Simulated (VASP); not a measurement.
# CsVRh3 in VASP: notebook

CsVRh3 is run at these levels: PBE, PBE+U; tasks: single point.

Everything below comes from runs of VASP 6.6.1. Logs are shortened: lines on timing, memory, paths and dates and some standing lists are left out, and cuts for length are marked.

## Step 1: The cell of the first run

The typed cell holds 10 atoms: a = 6.393 Å, b = 6.393 Å, c = 5.420 Å, α = 90.00°, β = 90.00°, γ = 120.00°.

## Step 2: Single point, PBE

File INCAR:

```
SYSTEM = CsVRh3
PREC     = Accurate       ! precision mode
ENCUT    = 520            ! plane-wave cutoff, eV
EDIFF    = 1E-6           ! SCF threshold, eV
ISMEAR   = 0              ! smearing method
SIGMA    = 0.0474         ! smearing width, eV
LREAL    = .FALSE.        ! projectors in reciprocal space
LASPH    = .TRUE.         ! aspherical terms in the spheres
NELM     = 60             ! most SCF steps
ALGO     = Normal         ! electronic algorithm
ISIF     = 2              ! what is computed and relaxed
LWAVE    = .FALSE.        ! write WAVECAR
LCHARG   = .TRUE.         ! write CHGCAR
GGA      = PE             ! functional
LELF     = .TRUE.         ! ELF
LVHAR    = .TRUE.       
NBANDS   = 78             ! bands
```

File KPOINTS:

```
regular mesh
0
G
  3 3 4
  0 0 0
```

File POSCAR:

```
CsVRh3
1.0
    6.3934200000      0.0000000000      0.0000000000
   -3.1967100000      5.5368670000      0.0000000000
    0.0000000000      0.0000000000      5.4199080000
V Cs Rh
2 2 6
Direct
    0.0000000000      0.0000000000      0.0000000000
    0.0000000000      0.0000000000      0.5000000000
    0.3333000000      0.6667000000      0.7500000000
    0.6666000000      0.3333000000      0.2500000000
    0.1666000000      0.3332000000      0.2500000000
    0.8334000000      0.1666000000      0.7500000000
    0.6668000000      0.8334000000      0.2500000000
    0.8334000000      0.6668000000      0.7500000000
    0.1666000000      0.8334000000      0.2500000000
    0.3332000000      0.1666000000      0.7500000000
```

Potentials or basis: VASP PAW PBE potentials, release 64 (V_sv, Cs_sv, Rh_pv).

Started as:

```sh
> cat potpaw_PBE.64/V_sv/POTCAR potpaw_PBE.64/Cs_sv/POTCAR potpaw_PBE.64/Rh_pv/POTCAR > POTCAR
> mpirun -np 1 vasp_std > vasp.out
```

OUTCAR:

```text
SYSTEM = CsVRh3
   PREC = Accurate
   ENCUT = 520
   EDIFF = 1E-6
   ISMEAR = 0
   LREAL = .FALSE.
   LASPH = .TRUE.
   NELM = 60
   ISIF = 2
   GGA = PE

 ion  position               nearest neighbor table
   1  0.000  0.000  0.000-   7 2.29  10 2.29   9 2.29   6 2.29   5 2.29   8 2.29   2 2.71   2 2.71

   2  0.000  0.000  0.500-   7 2.29  10 2.29   9 2.29   6 2.29   5 2.29   8 2.29   1 2.71   1 2.71

   3  0.333  0.667  0.750-   8 3.20  10 3.20   6 3.20   6 3.20   8 3.20  10 3.20
   4  0.667  0.333  0.250-   5 3.20   9 3.20   7 3.20   7 3.20   5 3.20   9 3.20
   5  0.167  0.333  0.250-   1 2.29   2 2.29   7 3.20   9 3.20   4 3.20   4 3.20   7 3.20   9 3.20
                            10 3.28  10 3.28   6 3.28   6 3.28
   6  0.833  0.167  0.750-   1 2.29   2 2.29  10 3.20   8 3.20   3 3.20   3 3.20  10 3.20   8 3.20
                             5 3.28   5 3.28   7 3.28   7 3.28
   7  0.667  0.833  0.250-   1 2.29   2 2.29   9 3.20   5 3.20   4 3.20   4 3.20   9 3.20   5 3.20
                             8 3.28   8 3.28   6 3.28   6 3.28
   8  0.833  0.667  0.750-   1 2.29   2 2.29   6 3.20  10 3.20   3 3.20   3 3.20   6 3.20  10 3.20
                             7 3.28   7 3.28   9 3.28   9 3.28
   9  0.167  0.833  0.250-   1 2.29   2 2.29   7 3.20   5 3.20   4 3.20   4 3.20   7 3.20   5 3.20
                             8 3.28   8 3.28  10 3.28  10 3.28
  10  0.333  0.167  0.750-   1 2.29   2 2.29   6 3.20   8 3.20   3 3.20   3 3.20   6 3.20   8 3.20
                             5 3.28   5 3.28   9 3.28   9 3.28

  LATTYP: Found a hexagonal cell.
 ALAT       =     6.3934200000
 C/A-ratio  =     0.8477321997

  Lattice vectors:

 A1 = (   6.3934200000,   0.0000000000,   0.0000000000)
 A2 = (  -3.1967100000,   5.5368670000,   0.0000000000)
 A3 = (   0.0000000000,   0.0000000000,   5.4199080000)

Analysis of symmetry for initial positions (statically):
=====================================================================
 Subroutine PRICEL returns:
 Original cell was already a primitive cell.

 Routine SETGRP: Setting up the symmetry group for a
 hexagonal supercell.

 Subroutine GETGRP returns: Found  4 space group operations
 (whereof  2 operations were pure point group operations)
 out of a pool of 24 trial point group operations.

The static configuration has the point symmetry C_2 .
 The point group associated with its full space group is C_2v.

Analysis of symmetry for dynamics (positions and initial velocities):
=====================================================================
 Subroutine PRICEL returns:
 Original cell was already a primitive cell.

 Routine SETGRP: Setting up the symmetry group for a
 hexagonal supercell.

 Subroutine GETGRP returns: Found  4 space group operations
 (whereof  2 operations were pure point group operations)
 out of a pool of 24 trial point group operations.

The dynamic configuration has the point symmetry C_2 .
 The point group associated with its full space group is C_2v.

 Subroutine INISYM returns: Found  4 space group operations
 (whereof  2 operations are pure point group operations),
 and found     1 'primitive' translations

----------------------------------------------------------------------------------------

                                     Primitive cell

  volume of cell :     191.8621

  direct lattice vectors                    reciprocal lattice vectors
     6.393420000  0.000000000  0.000000000     0.156410810  0.090303776  0.000000000
    -3.196710000  5.536867000  0.000000000     0.000000000  0.180607553  0.000000000
     0.000000000  0.000000000  5.419908000     0.000000000  0.000000000  0.184504977

  length of vectors
     6.393420000  6.393422479  5.419908000     0.180607623  0.180607553  0.184504977

  position of ions in fractional coordinates (direct lattice)
     0.000000000  0.000000000  0.000000000
     0.000000000  0.000000000  0.500000000
     0.333300000  0.666700000  0.750000000
     0.666600000  0.333300000  0.250000000
     0.166600000  0.333200000  0.250000000
     0.833400000  0.166600000  0.750000000
     0.666800000  0.833400000  0.250000000
     0.833400000  0.666800000  0.750000000
     0.166600000  0.833400000  0.250000000
     0.333200000  0.166600000  0.750000000

  ion indices of the primitive-cell ions
   primitive index   ion index
                 1           1
                 2           2
                 3           3
                 4           4
                 5           5
                 6           6
                 7           7
                 8           8
                 9           9
                10          10

----------------------------------------------------------------------------------------

 KPOINTS: regular mesh

Automatic generation of k-mesh.
 Grid dimensions read from file:
 generate k-points for:    3    3    4

 Generating k-lattice:

  Cartesian coordinates                     Fractional coordinates (reciprocal lattice)
     0.052136937  0.030101259  0.000000000     0.333333333 -0.000000000  0.000000000
     0.000000000  0.060202518  0.000000000     0.000000000  0.333333333  0.000000000
     0.000000000  0.000000000  0.046126244     0.000000000  0.000000000  0.250000000

  Length of vectors
     0.060202541  0.060202518  0.046126244

  Shift w.r.t. Gamma in fractional coordinates (k-lattice)
     0.000000000  0.000000000  0.000000000

 Subroutine IBZKPT returns following result:
 ===========================================

 Found     12 irreducible k-points:

 Following reciprocal coordinates:
            Coordinates               Weight
  0.000000  0.000000  0.000000      1.000000
  0.333333  0.000000  0.000000      4.000000
  0.000000  0.333333  0.000000      2.000000
  0.333333  0.333333  0.000000      2.000000
  0.000000  0.000000  0.250000      2.000000
  0.333333  0.000000  0.250000      8.000000
  0.000000  0.333333  0.250000      4.000000
  0.333333  0.333333  0.250000      4.000000
  0.000000  0.000000  0.500000      1.000000
  0.333333  0.000000  0.500000      4.000000
  0.000000  0.333333  0.500000      2.000000
  0.333333  0.333333  0.500000      2.000000
   k-points           NKPTS =     12   k-points in BZ     NKDIM =     12   number of bands    NBANDS=     78
   number of dos      NEDOS =    301   number of ions     NIONS =     10
   total plane-waves  NPLWV =  92160
   dimension x,y,z NGX =    48 NGY =   48 NGZ =   40
   dimension x,y,z NGXF=    96 NGYF=   96 NGZF=   80
   ions per type =               2   2   6
   NGX,Y,Z   is equivalent  to a cutoff of  12.48, 12.48, 12.27 a.u.
   NGXF,Y,Z  is equivalent  to a cutoff of  24.96, 24.96, 24.54 a.u.
 SYSTEM =  CsVRh3
   PREC   = accura    normal or accurate (medium, high low for compatibility)
   ISTART =      0    job   : 0-new  1-cont  2-samecut
   ICHARG =      2    charge: 1-file 2-atom 10-const
   ISPIN  =      1    spin polarized calculation?
   LNONCOLLINEAR =      F non collinear calculations
   LSORBIT =      F    spin-orbit coupling
   LASPH  =      T    aspherical Exc in radial PAW
   ENCUT  =  520.0 eV  38.22 Ry    6.18 a.u.  11.89 11.89 10.08*2*pi/ulx,y,z
   NELM   =     60;   NELMIN=  2; NELMDL= -5     # of ELM steps
   EDIFF  = 0.1E-05   stopping-criterion for ELM
   LREAL  =      F    real-space projection
   EDIFFG = 0.1E-04   stopping-criterion for IOM
   NSW    =      0    number of steps for IOM
   IBRION =     -1    ionic relax: 0-MD 1-quasi-New 2-CG
   NFREE  =      0    steps in history (QN), initial steepest desc. (CG)
   ISIF   =      2    stress and relaxation
   ISYM   =      2    0-nonsym 1-usesym 2-fastsym
   POTIM  = 0.5000    time-step for ionic-motion
   TEBEG  =    0.0;   TEEND  =   0.0 temperature during run
   PSTRESS=    0.0 pullay stress
   NELECT =     134.0000    total number of electrons
   NUPDOWN=      -1.0000    fix difference up-down
   EMIN   =  10.00;   EMAX   =-10.00  energy-range for DOS
   EFERMI =   0.00;   METHOD = LEGACY
   ISMEAR =     0;   SIGMA  =   0.05  broadening in eV -4-tet -1-fermi 0-gaus
   EFERMI_NEDOS =   21; number of points for ismear=-14 and -15
   IALGO  =     38    algorithm
   IMIX   =      4    mixing-type and parameters
     AMIX     =   0.40;   BMIX     =  1.00
     AMIX_MAG =   1.60;   BMIX_MAG =  1.00
  volume/ion in A,a.u.               =      19.19       129.47
  Fermi-wavevector in a.u.,A,eV,Ry     =   1.452491  2.744809 28.704607  2.109729
  Thomas-Fermi vector in A             =   2.569867
   LORBIT       =      0    0 simple, 1 ext, 2 COOP (PROOUT), +10 PAW based schemes
   GGA     = PE    functional components
   LHFCALC =     F    Hartree Fock is set to
   AEXX    =    0.0000 exact exchange contribution
   IVDW    =     0    specifies the selected vdW correction
   LEPSILON=     F    determine dielectric tensor
   LRPA    =     F    only Hartree local field effects (RPA)
 non-spin polarized calculation
 Gauss-broadening in eV      SIGMA  =   0.05
  energy-cutoff  :      520.00
  volume of cell :      191.86
 maximum number of plane-waves:      5214
 NGX is ok and might be reduce to    48
   NGX = 23   NGY = 23   NGZ = 21

 number of electron     134.0000081 magnetization

 Free energy of the ion-electron system (eV)
  ---------------------------------------------------
  ext. energy  EPLUGINS =         0.00000000
  ---------------------------------------------------
  free energy    TOTEN  =       -56.41665725 eV

  energy without entropy =      -56.41069289  energy(sigma->0) =      -56.41367507

 E-fermi :   7.4438     XC(G=0): -11.7141

 val. band max:        7.4252769179   @ k =   0.3333   0.3333   0.2500
 cond. band min:       7.4781860701   @ k =   0.0000   0.0000   0.2500
 fundamental gap:      0.0529091522
 Fermi energy:         7.4437817938

 k-point     1 :       0.0000    0.0000    0.0000
  band No.  band energies     occupation
      1     -57.4933      2.00000
      2     -57.4372      2.00000
      3     -38.8627      2.00000
      4     -38.7853      2.00000
      5     -38.7737      2.00000
      6     -38.7737      2.00000
[... 70 lines left out ...]
     77       9.2273      0.00000
     78       9.8559      0.00000
[... 889 lines left out ...]
     77       9.3502      0.00000
     78       9.3503      0.00000

------------------------ aborting loop because EDIFF is reached ----------------------------------------

  FORCE on cell =-STRESS in cart. coord.  units (eV):
  Direction    XX          YY          ZZ          XY          YZ          ZX
  --------------------------------------------------------------------------------------
  -------------------------------------------------------------------------------------
  Total       14.3901027     14.3872496     13.7239595      0.0000000      0.0000000      0.0000000
  in kB      120.1670045    120.1431788    114.6042617      0.0000000      0.0000000      0.0000000
  external PRESSURE =     118.3048150 kB  Pullay stress =       0.0000000 kB

 VOLUME and BASIS-vectors are now :
 -----------------------------------------------------------------------------
  energy-cutoff  :      520.00
  volume of cell :      191.86
      direct lattice vectors                 reciprocal lattice vectors
     6.393420000  0.000000000  0.000000000     0.156410810  0.090303776  0.000000000
    -3.196710000  5.536867000  0.000000000     0.000000000  0.180607553  0.000000000
     0.000000000  0.000000000  5.419908000     0.000000000  0.000000000  0.184504977

 POSITION                                       TOTAL-FORCE (eV/Angst)
 -----------------------------------------------------------------------------------
      0.00000      0.00000      0.00000        -0.000118     -0.000000      0.000000
      0.00000      0.00000      2.70995        -0.000118     -0.000000      0.000000
     -0.00032      3.69143      4.06493         0.002021     -0.001068      0.000000
      3.19639      1.84544      1.35498         0.002021      0.001068      0.000000
      0.00000      1.84488      1.35498        -0.000858      1.614335      0.000000
      4.79570      0.92244      4.06493        -1.398230      0.807364      0.000000
      1.59899      4.61442      1.35498        -1.398230     -0.807364     -0.000000
      3.19671      3.69198      4.06493        -0.000858     -1.614335      0.000000
     -1.59899      4.61442      1.35498         1.397185     -0.807732      0.000000
      1.59772      0.92244      4.06493         1.397185      0.807732      0.000000
 -----------------------------------------------------------------------------------
    total drift:                               -0.001685     -0.000000     -0.000000

  FREE ENERGIE OF THE ION-ELECTRON SYSTEM (eV)
  ---------------------------------------------------
  free  energy   TOTEN  =       -56.4166572470 eV

  energy  without entropy=      -56.4106928874  energy(sigma->0) =      -56.41367507
```

It took 3.3 min on 1 thread of Intel Xeon Platinum 8259CL at 2.50GHz (Skylake/Cascade Lake), shared host; peak memory 0.37 GiB.

What came out:

```
Free energy            : -56.4167 eV
Pressure               : 11.8 GPa
Largest force          : 1.615 eV/Å
Band gap on the k mesh : zero (band 67 reaches 7.92 eV, above the bottom of band 68 at 6.80 eV)
```

Forces in eV/Å, atoms in the order of the input:
```
V    0.000  0.000  0.000
V    0.000  0.000  0.000
Cs   0.002 -0.001  0.000
Cs   0.002  0.001  0.000
Rh  -0.001  1.614  0.000
Rh  -1.398  0.807  0.000
Rh  -1.398 -0.807  0.000
Rh  -0.001 -1.614  0.000
Rh   1.397 -0.808  0.000
Rh   1.397  0.808  0.000
```

Caveat: the k points lie up to 0.38 Å⁻¹ apart; spin-orbit coupling is left out, which moves the levels of the heavy elements; forces of over 1 eV/Å act on the atoms, so gaps and moduli don't describe the material at rest.

## Step 3: Single point, PBE+U

File INCAR:

```
SYSTEM = CsVRh3
PREC = Accurate ; ENCUT = 520
EDIFF = 1E-6 ; ISMEAR = 0
SIGMA = 0.0474 ; LREAL = .False.
LASPH = .True. ; NELM = 150
ALGO = Normal ; ISIF = 2
LWAVE = .False. ; LCHARG = .False.
LMAXMIX = 4 ; LDAU = .True.
LDAUTYPE = 2 ; LDAUL = -1 -1 2
LDAUU = 0 0 3 ; LDAUJ = 0 0 0
LDAUPRINT = 1 ; GGA = PE
NBANDS = 78
```

File KPOINTS:

```
regular mesh
0
Gamma
  3 3 4
  0 0 0
```

POSCAR is that of step 2.

Potentials or basis: VASP PAW PBE potentials, release 64 (V_sv, Cs_sv, Rh_pv).

Started as:

```sh
> cat potpaw_PBE.64/V_sv/POTCAR potpaw_PBE.64/Cs_sv/POTCAR potpaw_PBE.64/Rh_pv/POTCAR > POTCAR
> mpirun -np 1 vasp_std > vasp.out
```

It took 3.8 min on 1 thread of Intel Xeon Platinum 8259CL at 2.50GHz (Skylake/Cascade Lake), shared host; peak memory 0.37 GiB.

It converged, with:

```yaml
Free_energy: -39.8333 eV
Pressure: 9.4 GPa
Largest_force: 1.287 eV/Å
Band_gap_on_the_k_mesh: zero (band 67 reaches 7.76 eV, above the bottom of band 68 at 6.63 eV)
```

Forces on the atoms (eV/Å):
```
V    0.000  0.000  0.000
V    0.000  0.000  0.000
Cs   0.002 -0.001  0.000
Cs   0.002  0.001  0.000
Rh  -0.001  1.287  0.000
Rh  -1.114  0.643  0.000
Rh  -1.114 -0.643  0.000
Rh  -0.001 -1.287  0.000
Rh   1.114 -0.644  0.000
Rh   1.114  0.644  0.000
```

Stress tensor (GPa, compression positive):
```
9.89 0.00 0.00
0.00 9.88 0.00
0.00 0.00 8.57
```

Levels at points of the mesh, in eV from the Fermi level:
```tsv
k point	band 65	band 66	band 67	band 68	band 69	band 70
(0.00, 0.00, 0.00)	-0.61	-0.60	-0.36	-0.36	0.47	0.82
(0.00, 0.00, 0.50)	-0.65	-0.65	0.48	0.48	0.67	0.67
```

Eigenvalues of the final occupation matrices:
| site | spin | trace | eigenvalues |
| --- | --- | --- | --- |
| site 5 d | 1 | 3.81 | 0.71 0.74 0.76 0.78 0.83 |
| site 5 d | 2 | 3.81 | 0.71 0.74 0.76 0.78 0.83 |
| site 6 d | 1 | 3.81 | 0.71 0.74 0.76 0.78 0.83 |
| site 6 d | 2 | 3.81 | 0.71 0.74 0.76 0.78 0.83 |
| site 7 d | 1 | 3.81 | 0.71 0.74 0.76 0.78 0.83 |
| site 7 d | 2 | 3.81 | 0.71 0.74 0.76 0.78 0.83 |
| site 8 d | 1 | 3.81 | 0.71 0.74 0.76 0.78 0.83 |
| site 8 d | 2 | 3.81 | 0.71 0.74 0.76 0.78 0.83 |
| site 9 d | 1 | 3.81 | 0.71 0.74 0.76 0.78 0.83 |
| site 9 d | 2 | 3.81 | 0.71 0.74 0.76 0.78 0.83 |
| site 10 d | 1 | 3.81 | 0.71 0.74 0.76 0.78 0.83 |
| site 10 d | 2 | 3.81 | 0.71 0.74 0.76 0.78 0.83 |

Caveat: the k points lie up to 0.38 Å⁻¹ apart; spin-orbit coupling is left out, which moves the levels of the heavy elements; U without spin polarisation on a metal has little footing; the U is typed as a test and isn't derived for this compound; forces of over 1 eV/Å act on the atoms, so gaps and moduli don't describe the material at rest.
